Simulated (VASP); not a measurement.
Wanted: the native input for a VASP 6.6.1 run.

```yaml
Task: single point
Functional: r2SCAN
Potentials_or_basis: VASP PAW PBE potentials, release 64 (Ag, Cl)
Cutoff: 520 eV
k_mesh: 8 × 8 × 8
Occupations: gaussian, width 0.05 eV
Spin: no spin polarisation
Dipole_correction: no
Further_INCAR_settings: ALGO = Normal; EDIFF = 1e-06; NBANDS = 16
```

The system is AgCl.

```
Ag Cl
1.0
     0.00000    2.77315    2.77315
     2.77315    0.00000    2.77315
     2.77315    2.77315    0.00000
Ag Cl
1 1
Direct
  0.48648 0.48648 0.51352
  0.00000 0.00000 0.00000
```

This cell differs from its parent crystal: all Ag atoms moved +0.075 Å, as atom 1 towards its neighbour atom 2 (Cl) at 2.773 Å.

These files were run (other wordings do the same):

POSCAR

```
AgCl
1.0
    0.0000000000      2.7731500000      2.7731500000
    2.7731500000      0.0000000000      2.7731500000
    2.7731500000      2.7731500000      0.0000000000
Ag Cl
1 1
Direct
    0.4864774715      0.4864774715      0.5135225285
    0.0000000000      0.0000000000      0.0000000000
```

INCAR.step1

```
PREC     = Accurate       # precision mode
ENCUT    = 520            # plane-wave cutoff, eV
ISMEAR   = 0              # smearing method
SIGMA    = 0.05           # smearing width, eV
LREAL    = False          # projectors in reciprocal space
LASPH    = True           # aspherical terms in the spheres
NELM     = 80             # most SCF steps
NBANDS   = 16             # bands
GGA      = PE             # functional
ALGO     = Normal         # electronic algorithm
EDIFF    = 1E-4           # SCF threshold, eV
LWAVE    = True           # write WAVECAR
LCHARG   = False          # write CHGCAR
```

INCAR.step2

```
PREC     = Accurate       # precision mode
ENCUT    = 520            # plane-wave cutoff, eV
EDIFF    = 1E-6           # SCF threshold, eV
ISMEAR   = 0              # smearing method
SIGMA    = 0.05           # smearing width, eV
LREAL    = False          # projectors in reciprocal space
LASPH    = True           # aspherical terms in the spheres
NELM     = 80             # most SCF steps
ALGO     = Normal         # electronic algorithm
ISIF     = 2              # what is computed and relaxed
LWAVE    = False          # write WAVECAR
LCHARG   = False          # write CHGCAR
METAGGA  = R2SCAN         # meta-GGA
LMIXTAU  = True         
NBANDS   = 16             # bands
ISTART   = 1
```

KPOINTS

```
Automatic mesh
0
Gamma
  8 8 8
```

Potentials or basis: VASP PAW PBE potentials, release 64 (Ag, Cl).

Command:

```console
$ cat potpaw_PBE.64/Ag/POTCAR potpaw_PBE.64/Cl/POTCAR > POTCAR
$ cp INCAR.step1 INCAR
$ mpirun -np 1 vasp_std > vasp.out
$ cp INCAR.step2 INCAR
$ mpirun -np 1 vasp_std > vasp.out
```

It gave:

```
Pressure               : 0.0 GPa
Largest force          : 0.100 eV/Å
Band gap on the k mesh : 1.43 eV (least direct gap 3.54 eV)
```

Caveat: the cell differs from its parent crystal (all Ag atoms moved +0.075 Å, as atom 1 towards its neighbour atom 2 (Cl) at 2.773 Å); the PAW data sets were made with another functional, which shifts forces and pressure a little.

It took 72 s on 1 thread of AMD EPYC 9R45 96-Core Processor (Zen 5), with other jobs on the host, peak memory 0.17 GiB.
